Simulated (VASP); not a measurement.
Input of a VASP 6.6.1 run:

The input INCAR:

```
SYSTEM = Zr
PREC     = Accurate       ! precision mode
ENCUT    = 520            ! plane-wave cutoff, eV
EDIFF    = 1E-7           ! SCF threshold, eV
ISMEAR   = -1             ! smearing method
SIGMA    = 0.08           ! smearing width, eV
LREAL    = .False.        ! projectors in reciprocal space
LASPH    = .True.         ! aspherical terms in the spheres
NELM     = 80             ! most SCF steps
ALGO     = Normal         ! electronic algorithm
ISIF     = 2              ! what is computed and relaxed
LWAVE    = .False.        ! write WAVECAR
LCHARG   = .False.        ! write CHGCAR
GGA      = PE             ! functional
NBANDS   = 19             ! bands
```

Contents of KPOINTS:

```
regular mesh
0
Gamma
  13 13 7
  0 0 0
```

Contents of POSCAR:

```
Zr
1.0
    3.2319982225      0.0000000000      0.0000000000
   -1.6159991112      2.7989925656      0.0000000000
    0.0000000000      0.0000000000      5.1470000000
Zr
2
Direct
    0.3333333333      0.6666666667      0.2500000000
    0.7004791795      0.3580858106      0.7634606567
```

Potentials or basis: VASP PAW PBE potentials, release 64 (Zr_sv).

Launch:

```sh
$ cat potpaw_PBE.64/Zr_sv/POTCAR > POTCAR
$ mpirun -np 1 vasp_std > vasp.out
```

Question: Predict the band gap on the k mesh.

Answer: Zero (band 12 reaches 9.87 eV, above the bottom of band 13 at 8.66 eV).

Question: What does it give for the pressure?

Answer: 0.6 GPa.

Stress tensor (GPa, compression positive):
```
 0.81  0.53  0.04
 0.53 -0.16  0.03
 0.04  0.03  1.24
```

Caveat: the cell differs from its parent crystal (atom 2 (Zr) moved by [0.069282, 0.069282, 0.069282] A).
